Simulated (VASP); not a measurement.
A run of VASP 6.6.1 is set up as follows.

INCAR

```
SYSTEM = LiCl
ALGO = Normal
EDIFF = 1E-6
ENCUT = 750
GGA = PE
GGA_COMPAT = .False.
ISIF = 2
ISMEAR = -1
LASPH = .True.
LCHARG = .True.
LELF = .True.
LREAL = .False.
LVHAR = .True.
LWAVE = .False.
NBANDS = 12
NELM = 120
PREC = Accurate
SIGMA = 0.02
```

The input KPOINTS:

```
k-points
0
Gamma
  8 8 8
  0 0 0
```

POSCAR

```
LiCl
1.0
    0.0000000000      2.5647700000      2.5647700000
    2.5647700000      0.0000000000      2.5647700000
    2.5647700000      2.5647700000      0.0000000000
Cl Li
1 1
Direct
    0.5000000000      0.5000000000      0.5000000000
    0.0000000000      0.0000000000      0.0000000000
```

Potentials or basis: VASP PAW PBE potentials, release 64 (Cl, Li_sv).

Launch:

```sh
$ cat potpaw_PBE.64/Cl/POTCAR potpaw_PBE.64/Li_sv/POTCAR > POTCAR
$ mpirun -np 1 vasp_std > vasp.out
```

Task: What does it give for the band gap on the k mesh?

Result: 6.33 eV.

Task: Estimate the pressure.

Result: 0.3 GPa.

A k mesh can miss the band edges. Expect the measured gap to be larger: semilocal functionals such as PBE lack the derivative discontinuity.
